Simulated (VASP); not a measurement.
# Au (Fm-3m) in VASP: notebook

Au is run at these levels: LDA; tasks: single point.

Program: VASP 6.6.1. These are calculated values, not measurements. Logs are shortened: lines on timing, memory, paths and dates and some standing lists are left out, and cuts for length are marked.

### Step 1. The cell of the first run

Symmetry: Fm-3m, No. 225, cubic system. Conventional cell: a = 4.048 Å, b = 4.048 Å, c = 4.048 Å, α = 90.00°, β = 90.00°, γ = 90.00°. Au (site symmetry m-3m) has 12 Au at 2.86 Å within 3.8 Å.

### Step 2. Single point, LDA

The input, INCAR:

```
ALGO = Normal
EDIFF = 1E-7
ENCUT = 520
GGA = CA
ISIF = 2
ISMEAR = 0
LASPH = True
LCHARG = True
LELF = True
LREAL = False
LVHAR = True
LWAVE = False
NBANDS = 12
NELM = 100
PREC = Accurate
SIGMA = 0.05
```

The input, KPOINTS:

```
k-points
0
Gamma
  18 18 18
```

The input, POSCAR:

```
Au
1.0
    0.0000000000      2.0242108135      2.0242108135
    2.0242108135      0.0000000000      2.0242108135
    2.0242108135      2.0242108135      0.0000000000
Au
1
Direct
    0.0000000000      0.0000000000      0.0000000000
```

Potentials or basis: VASP PAW LDA potentials, release 64 (Au).

On the command line:

```console
> cat potpaw_LDA.64/Au/POTCAR > POTCAR
> mpirun -np 1 vasp_std > vasp.out
```

OUTCAR:

```text
EDIFF = 1E-7
   ENCUT = 520
   GGA = CA
   ISIF = 2
   ISMEAR = 0
   LASPH = True
   LREAL = False
   NELM = 100
   PREC = Accurate

 ion  position               nearest neighbor table
   1  0.000  0.000  0.000-

  LATTYP: Found a face centered cubic cell.
 ALAT       =     4.0484216270

  Lattice vectors:

 A1 = (   0.0000000000,   2.0242108135,   2.0242108135)
 A2 = (   2.0242108135,   0.0000000000,   2.0242108135)
 A3 = (   2.0242108135,   2.0242108135,   0.0000000000)

Analysis of symmetry for initial positions (statically):
=====================================================================
 Subroutine PRICEL returns:
 Original cell was already a primitive cell.

 Routine SETGRP: Setting up the symmetry group for a
 face centered cubic supercell.

 Subroutine GETGRP returns: Found 48 space group operations
 (whereof 48 operations were pure point group operations)
 out of a pool of 48 trial point group operations.

The static configuration has the point symmetry O_h .

Analysis of symmetry for dynamics (positions and initial velocities):
=====================================================================
 Subroutine PRICEL returns:
 Original cell was already a primitive cell.

 Routine SETGRP: Setting up the symmetry group for a
 face centered cubic supercell.

 Subroutine GETGRP returns: Found 48 space group operations
 (whereof 48 operations were pure point group operations)
 out of a pool of 48 trial point group operations.

The dynamic configuration has the point symmetry O_h .

 Subroutine INISYM returns: Found 48 space group operations
 (whereof 48 operations are pure point group operations),
 and found     1 'primitive' translations

----------------------------------------------------------------------------------------

                                     Primitive cell

  volume of cell :      16.5881

  direct lattice vectors                    reciprocal lattice vectors
     0.000000000  2.024210813  2.024210813    -0.247009845  0.247009845  0.247009845
     2.024210813  0.000000000  2.024210813     0.247009845 -0.247009845  0.247009845
     2.024210813  2.024210813  0.000000000     0.247009845  0.247009845 -0.247009845

  length of vectors
     2.862666386  2.862666386  2.862666386     0.427833602  0.427833602  0.427833602

  position of ions in fractional coordinates (direct lattice)
     0.000000000  0.000000000  0.000000000

  ion indices of the primitive-cell ions
   primitive index   ion index
                 1           1

----------------------------------------------------------------------------------------

 KPOINTS: k-points

Automatic generation of k-mesh.
 Grid dimensions read from file:
 generate k-points for:   18   18   18

 Generating k-lattice:

  Cartesian coordinates                     Fractional coordinates (reciprocal lattice)
    -0.013722769  0.013722769  0.013722769     0.055555556  0.000000000  0.000000000
     0.013722769 -0.013722769  0.013722769     0.000000000  0.055555556  0.000000000
     0.013722769  0.013722769 -0.013722769     0.000000000  0.000000000  0.055555556

  Length of vectors
     0.023768533  0.023768533  0.023768533

  Shift w.r.t. Gamma in fractional coordinates (k-lattice)
     0.000000000  0.000000000  0.000000000

 Subroutine IBZKPT returns following result:
 ===========================================

 Found    195 irreducible k-points:

 Following reciprocal coordinates:
            Coordinates               Weight
  0.000000  0.000000  0.000000      1.000000
  0.055556  0.000000  0.000000      8.000000
  0.111111  0.000000  0.000000      8.000000
  0.166667  0.000000  0.000000      8.000000
  0.222222  0.000000  0.000000      8.000000
  0.277778  0.000000  0.000000      8.000000
[... 16 lines left out ...]
 -0.277778  0.055556  0.000000     24.000000
 -0.222222  0.055556  0.000000     24.000000
 [... further k-points ...]
   k-points           NKPTS =    195   k-points in BZ     NKDIM =    195   number of bands    NBANDS=     12
   number of dos      NEDOS =    301   number of ions     NIONS =      1
   total plane-waves  NPLWV =  13824
   dimension x,y,z NGX =    24 NGY =   24 NGZ =   24
   dimension x,y,z NGXF=    48 NGYF=   48 NGZF=   48
   ions per type =               1
   NGX,Y,Z   is equivalent  to a cutoff of  13.94, 13.94, 13.94 a.u.
   NGXF,Y,Z  is equivalent  to a cutoff of  27.88, 27.88, 27.88 a.u.
 SYSTEM =  unknown system
   PREC   = accura    normal or accurate (medium, high low for compatibility)
   ISTART =      0    job   : 0-new  1-cont  2-samecut
   ICHARG =      2    charge: 1-file 2-atom 10-const
   ISPIN  =      1    spin polarized calculation?
   LNONCOLLINEAR =      F non collinear calculations
   LSORBIT =      F    spin-orbit coupling
   LASPH  =      T    aspherical Exc in radial PAW
   ENCUT  =  520.0 eV  38.22 Ry    6.18 a.u.   5.32  5.32  5.32*2*pi/ulx,y,z
   NELM   =    100;   NELMIN=  2; NELMDL= -5     # of ELM steps
   EDIFF  = 0.1E-06   stopping-criterion for ELM
   LREAL  =      F    real-space projection
   EDIFFG = 0.1E-05   stopping-criterion for IOM
   NSW    =      0    number of steps for IOM
   IBRION =     -1    ionic relax: 0-MD 1-quasi-New 2-CG
   NFREE  =      0    steps in history (QN), initial steepest desc. (CG)
   ISIF   =      2    stress and relaxation
   ISYM   =      2    0-nonsym 1-usesym 2-fastsym
   POTIM  = 0.5000    time-step for ionic-motion
   TEBEG  =    0.0;   TEEND  =   0.0 temperature during run
   PSTRESS=    0.0 pullay stress
   NELECT =      11.0000    total number of electrons
   NUPDOWN=      -1.0000    fix difference up-down
   EMIN   =  10.00;   EMAX   =-10.00  energy-range for DOS
   EFERMI =   0.00;   METHOD = LEGACY
   ISMEAR =     0;   SIGMA  =   0.05  broadening in eV -4-tet -1-fermi 0-gaus
   EFERMI_NEDOS =   21; number of points for ismear=-14 and -15
   IALGO  =     38    algorithm
   IMIX   =      4    mixing-type and parameters
     AMIX     =   0.40;   BMIX     =  1.00
     AMIX_MAG =   1.60;   BMIX_MAG =  1.00
  volume/ion in A,a.u.               =      16.59       111.94
  Fermi-wavevector in a.u.,A,eV,Ry     =   1.427600  2.697774 27.729256  2.038043
  Thomas-Fermi vector in A             =   2.547752
   LORBIT       =      0    0 simple, 1 ext, 2 COOP (PROOUT), +10 PAW based schemes
   GGA     = CA    functional components
   LHFCALC =     F    Hartree Fock is set to
   AEXX    =    0.0000 exact exchange contribution
   IVDW    =     0    specifies the selected vdW correction
   LEPSILON=     F    determine dielectric tensor
   LRPA    =     F    only Hartree local field effects (RPA)
 non-spin polarized calculation
 Gauss-broadening in eV      SIGMA  =   0.05
  energy-cutoff  :      520.00
  volume of cell :       16.59
 maximum number of plane-waves:       459
 NGX is ok and might be reduce to    24
   NGX = 11   NGY = 11   NGZ = 11

 number of electron      10.9999999 magnetization

 Free energy of the ion-electron system (eV)
  ---------------------------------------------------
  ext. energy  EPLUGINS =         0.00000000
  ---------------------------------------------------
  free energy    TOTEN  =        -4.44546282 eV

  energy without entropy =       -4.44496430  energy(sigma->0) =       -4.44521356

 E-fermi :   9.7249     XC(G=0): -13.1395

 val. band max:        9.7184012603   @ k =   0.5000   0.1667   0.0556
 cond. band min:       9.7420871017   @ k =   0.5000   0.2778   0.1111
 fundamental gap:      0.0236858413
 Fermi energy:         9.7249441615

 k-point     1 :       0.0000    0.0000    0.0000
  band No.  band energies     occupation
      1      -0.4549      2.00000
      2       4.8910      2.00000
      3       4.8910      2.00000
      4       4.8910      2.00000
      5       6.5046      2.00000
      6       6.5046      2.00000
      7      24.1935      0.00000
      8      28.3041      0.00000
      9      28.3041      0.00000
     10      28.3041      0.00000
     11      33.4207      0.00000
     12      38.3062      0.00000

 k-point     2 :       0.0556    0.0000    0.0000
  band No.  band energies     occupation
      1      -0.3441      2.00000
      2       4.8530      2.00000
      3       4.9304      2.00000
      4       4.9304      2.00000
      5       6.4860      2.00000
      6       6.4860      2.00000
      7      24.3326      0.00000
      8      27.6063      0.00000
      9      28.4431      0.00000
     10      28.4431      0.00000
     11      34.0435      0.00000
     12      36.8647      0.00000

 k-point     3 :       0.1111    0.0000    0.0000
  band No.  band energies     occupation
      1      -0.0209      2.00000
      2       4.7564      2.00000
      3       5.0332      2.00000
      4       5.0332      2.00000
      5       6.4479      2.00000
      6       6.4479      2.00000
      7      24.6667      0.00000
      8      26.1394      0.00000
      9      28.8388      0.00000
     10      28.8388      0.00000
     11      33.8521      0.00000
     12      36.2013      0.00000
[... 286 lines left out ...]
 k-point    23 :      -0.2778    0.0556    0.0000
  band No.  band energies     occupation
      1       1.8852      2.00000
      2       4.9207      2.00000
      3       5.1584      2.00000
      4       5.1767      2.00000
      5       6.6943      2.00000
      6       7.2549      2.00000
      7      19.2915      0.00000
      8      24.9789      0.00000
      9      27.8842      0.00000
     10      30.5502      0.00000
     11      31.4830      0.00000
     12      33.0482      0.00000

 k-point    24 :      -0.2222    0.0556    0.0000
  band No.  band energies     occupation
      1       1.3829      2.00000
      2       4.6025      2.00000
      3       5.2128      2.00000
      4       5.2534      2.00000
      5       6.3970      2.00000
      6       6.9070      2.00000
      7      21.4835      0.00000
      8      25.3870      0.00000
      9      28.4935      0.00000
     10      30.6876      0.00000
     11      31.4081      0.00000
     12      32.8171      0.00000

 [... further k-points ...]

------------------------ aborting loop because EDIFF is reached ----------------------------------------

  FORCE on cell =-STRESS in cart. coord.  units (eV):
  Direction    XX          YY          ZZ          XY          YZ          ZX
  --------------------------------------------------------------------------------------
  -------------------------------------------------------------------------------------
  Total        0.0497518      0.0497518      0.0497518      0.0000000      0.0000000     -0.0000000
  in kB        4.8053210      4.8053210      4.8053210      0.0000000      0.0000000     -0.0000000
  external PRESSURE =       4.8053210 kB  Pullay stress =       0.0000000 kB

 VOLUME and BASIS-vectors are now :
 -----------------------------------------------------------------------------
  energy-cutoff  :      520.00
  volume of cell :       16.59
      direct lattice vectors                 reciprocal lattice vectors
     0.000000000  2.024210813  2.024210813    -0.247009845  0.247009845  0.247009845
     2.024210813  0.000000000  2.024210813     0.247009845 -0.247009845  0.247009845
     2.024210813  2.024210813  0.000000000     0.247009845  0.247009845 -0.247009845

 POSITION                                       TOTAL-FORCE (eV/Angst)
 -----------------------------------------------------------------------------------
      0.00000      0.00000      0.00000         0.000000     -0.000000     -0.000000
 -----------------------------------------------------------------------------------
    total drift:                               -0.000000     -0.000000      0.000000

  FREE ENERGIE OF THE ION-ELECTRON SYSTEM (eV)
  ---------------------------------------------------
  free  energy   TOTEN  =        -4.4454628190 eV

  energy  without entropy=       -4.4449642951  energy(sigma->0) =       -4.44521356
```

Wall time 41 s (1 thread of AMD EPYC 7R43 (Zen 3), shared host); peak memory 0.13 GiB.

What came out:

```
Free energy : -4.4455 eV
Pressure    : 0.5 GPa
```

Caveat: spin-orbit coupling is left out, which moves the levels of the heavy elements.

### Step 3. Single point, LDA

This run uses another cell than the first one, of 16.98 Å³/atom, 1.024 times its volume.

INCAR, as its differences from that of step 2:

```diff
@@ -13,3 +13,3 @@
 NBANDS = 12
-NELM = 100
+NELM = 60
 PREC = Accurate
```

KPOINTS is that of step 2.

The input, POSCAR:

```
Au
1.0
    0.0000000000      2.0400000000      2.0400000000
    2.0400000000      0.0000000000      2.0400000000
    2.0400000000      2.0400000000      0.0000000000
Au
1
Direct
    0.0000000000      0.0000000000      0.0000000000
```

Potentials or basis: VASP PAW LDA potentials, release 64 (Au).

On the command line:

```console
> cat potpaw_LDA.64/Au/POTCAR > POTCAR
> mpirun -np 1 vasp_std > vasp.out
```

OUTCAR:

```text
EDIFF = 1E-7
   ENCUT = 520
   GGA = CA
   ISIF = 2
   ISMEAR = 0
   LASPH = True
   LREAL = False
   NELM = 60
   PREC = Accurate

 ion  position               nearest neighbor table
   1  0.000  0.000  0.000-

  LATTYP: Found a face centered cubic cell.
 ALAT       =     4.0800000000

  Lattice vectors:

 A1 = (   0.0000000000,   2.0400000000,   2.0400000000)
 A2 = (   2.0400000000,   0.0000000000,   2.0400000000)
 A3 = (   2.0400000000,   2.0400000000,   0.0000000000)

Analysis of symmetry for initial positions (statically):
=====================================================================
 Subroutine PRICEL returns:
 Original cell was already a primitive cell.

 Routine SETGRP: Setting up the symmetry group for a
 face centered cubic supercell.

 Subroutine GETGRP returns: Found 48 space group operations
 (whereof 48 operations were pure point group operations)
 out of a pool of 48 trial point group operations.

The static configuration has the point symmetry O_h .

Analysis of symmetry for dynamics (positions and initial velocities):
=====================================================================
 Subroutine PRICEL returns:
 Original cell was already a primitive cell.

 Routine SETGRP: Setting up the symmetry group for a
 face centered cubic supercell.

 Subroutine GETGRP returns: Found 48 space group operations
 (whereof 48 operations were pure point group operations)
 out of a pool of 48 trial point group operations.

The dynamic configuration has the point symmetry O_h .

 Subroutine INISYM returns: Found 48 space group operations
 (whereof 48 operations are pure point group operations),
 and found     1 'primitive' translations

----------------------------------------------------------------------------------------

                                     Primitive cell

  volume of cell :      16.9793

  direct lattice vectors                    reciprocal lattice vectors
[... 111 lines left out ...]
   LHFCALC =     F    Hartree Fock is set to
   AEXX    =    0.0000 exact exchange contribution
   IVDW    =     0    specifies the selected vdW correction
   LEPSILON=     F    determine dielectric tensor
   LRPA    =     F    only Hartree local field effects (RPA)
 non-spin polarized calculation
 Gauss-broadening in eV      SIGMA  =   0.05
  energy-cutoff  :      520.00
  volume of cell :       16.98
 maximum number of plane-waves:       471
 NGX is ok and might be reduce to    24
   NGX = 11   NGY = 11   NGZ = 11

 number of electron      11.0000000 magnetization

 Free energy of the ion-electron system (eV)
  ---------------------------------------------------
  ext. energy  EPLUGINS =         0.00000000
  ---------------------------------------------------
  free energy    TOTEN  =        -4.44163204 eV

  energy without entropy =       -4.44114173  energy(sigma->0) =       -4.44138689

 E-fermi :   9.3139     XC(G=0): -13.0041

 val. band max:        9.2442664285   @ k =   0.5000   0.3333   0.1667
 cond. band min:       9.3142135714   @ k =   0.5000   0.1667   0.0556
 fundamental gap:      0.0699471428
 Fermi energy:         9.3139109593

 k-point     1 :       0.0000    0.0000    0.0000
  band No.  band energies     occupation
      1      -0.6063      2.00000
      2       4.6189      2.00000
      3       4.6189      2.00000
      4       4.6189      2.00000
      5       6.1680      2.00000
      6       6.1680      2.00000
      7      23.8292      0.00000
      8      27.8040      0.00000
      9      27.8040      0.00000
     10      27.8040      0.00000
     11      32.8452      0.00000
     12      37.4605      0.00000
[... 331 lines left out ...]
 k-point    24 :      -0.2222    0.0556    0.0000
  band No.  band energies     occupation
      1       1.1976      2.00000
      2       4.3466      2.00000
      3       4.9304      2.00000
      4       4.9686      2.00000
      5       6.0680      2.00000
      6       6.5570      2.00000
      7      20.9259      0.00000
      8      24.9420      0.00000
      9      27.8524      0.00000
     10      30.1303      0.00000
     11      30.7309      0.00000
     12      32.1704      0.00000

 [... further k-points ...]

------------------------ aborting loop because EDIFF is reached ----------------------------------------

  FORCE on cell =-STRESS in cart. coord.  units (eV):
  Direction    XX          YY          ZZ          XY          YZ          ZX
  --------------------------------------------------------------------------------------
  -------------------------------------------------------------------------------------
  Total       -0.4000262     -0.4000262     -0.4000262     -0.0000000      0.0000000      0.0000000
  in kB      -37.7466580    -37.7466580    -37.7466580     -0.0000000      0.0000000      0.0000000
  external PRESSURE =     -37.7466580 kB  Pullay stress =       0.0000000 kB

 VOLUME and BASIS-vectors are now :
 -----------------------------------------------------------------------------
  energy-cutoff  :      520.00
  volume of cell :       16.98
      direct lattice vectors                 reciprocal lattice vectors
     0.000000000  2.040000000  2.040000000    -0.245098039  0.245098039  0.245098039
     2.040000000  0.000000000  2.040000000     0.245098039 -0.245098039  0.245098039
     2.040000000  2.040000000  0.000000000     0.245098039  0.245098039 -0.245098039

 POSITION                                       TOTAL-FORCE (eV/Angst)
 -----------------------------------------------------------------------------------
      0.00000      0.00000      0.00000        -0.000000     -0.000000      0.000000
 -----------------------------------------------------------------------------------
    total drift:                               -0.000000      0.000000      0.000000

  FREE ENERGIE OF THE ION-ELECTRON SYSTEM (eV)
  ---------------------------------------------------
  free  energy   TOTEN  =        -4.4416320390 eV

  energy  without entropy=       -4.4411417330  energy(sigma->0) =       -4.44138689
```

OSZICAR:

```text
N       E                     dE             d eps       ncg     rms          rms(c)
DAV:   1     0.491369987215E+02    0.49137E+02   -0.55900E+03  4856   0.819E+02
DAV:   2    -0.406832358512E+01   -0.53205E+02   -0.50038E+02  5488   0.188E+02
DAV:   3    -0.476657642946E+01   -0.69825E+00   -0.69752E+00  5668   0.210E+01
DAV:   4    -0.476892157460E+01   -0.23451E-02   -0.23450E-02  5548   0.139E+00
DAV:   5    -0.476893838986E+01   -0.16815E-04   -0.16814E-04  5816   0.112E-01    0.973E+00
DAV:   6    -0.446710364738E+01    0.30183E+00   -0.83179E-01  4996   0.724E+00    0.602E+00
DAV:   7    -0.444497778429E+01    0.22126E-01   -0.63755E-02  5528   0.197E+00    0.288E+00
DAV:   8    -0.444163845942E+01    0.33393E-02   -0.19215E-03  5280   0.444E-01    0.280E-01
DAV:   9    -0.444163149141E+01    0.69680E-05   -0.12614E-05  5580   0.339E-02    0.120E-02
DAV:  10    -0.444163203633E+01   -0.54493E-06   -0.92820E-07  5660   0.715E-03    0.869E-04
DAV:  11    -0.444163203899E+01   -0.26536E-08   -0.35363E-08  3772   0.160E-03
   1 F= -.44416320E+01 E0= -.44413869E+01  d E =-.490306E-03
```

stdout:

```text
POSCAR found type information on POSCAR Au
 POSCAR found :  1 types and       1 ions
 scaLAPACK will be used
 LDA part: xc-table for (Slater(with rela. corr.)+CA(PZ))
 , standard interpolation
 POSCAR, INCAR and KPOINTS ok, starting setup
 FFT: planning ... GRIDC
 FFT: planning ... GRID_SOFT
 FFT: planning ... GRID
 WAVECAR not read
 entering main loop
```

Run time: 41 s. Hardware: 1 thread of AMD EPYC 7R43 (Zen 3), shared host; peak memory 0.12 GiB.

What came out:

- Free energy: -4.4416 eV
- Pressure: -3.8 GPa

Caveat: spin-orbit coupling is left out, which moves the levels of the heavy elements.
